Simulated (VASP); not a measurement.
Input of a VASP 6.6.1 run:

The input INCAR:

```
PREC = Accurate
ENCUT = 520
EDIFF = 1E-7
ISMEAR = 0
SIGMA = 0.1
LREAL = False
LASPH = True
NELM = 60
ALGO = Normal
ISIF = 2
LWAVE = False
LCHARG = False
LDIPOL = True
IDIPOL = 3
DIPOL = 0.5 0.5 0.500
GGA = PE
IVDW = 12
NBANDS = 21
```

KPOINTS

```
regular mesh
0
Gamma
  12 12 1
```

POSCAR

```
Ge
1.0
    3.9650000000      0.0000000000      0.0000000000
   -1.9825000000      3.4337907260      0.0000000000
    0.0000000000      0.0000000000     28.0000000000
Ge
2
Direct
    0.3333333333      0.6666666667      0.5000000000
    0.6666666667      0.3333333333      0.5000000000
```

Potentials or basis: VASP PAW PBE potentials, release 64 (Ge_d).

Run with:

```console
$ cat potpaw_PBE.64/Ge_d/POTCAR > POTCAR
$ mpirun -np 1 vasp_std > vasp.out
```

Q: Predict the band gap on the k mesh.

A: Zero (bands 14 and 15 overlap by 0.54 eV).

Q: Predict the dispersion energy per atom.

A: -0.159 eV.
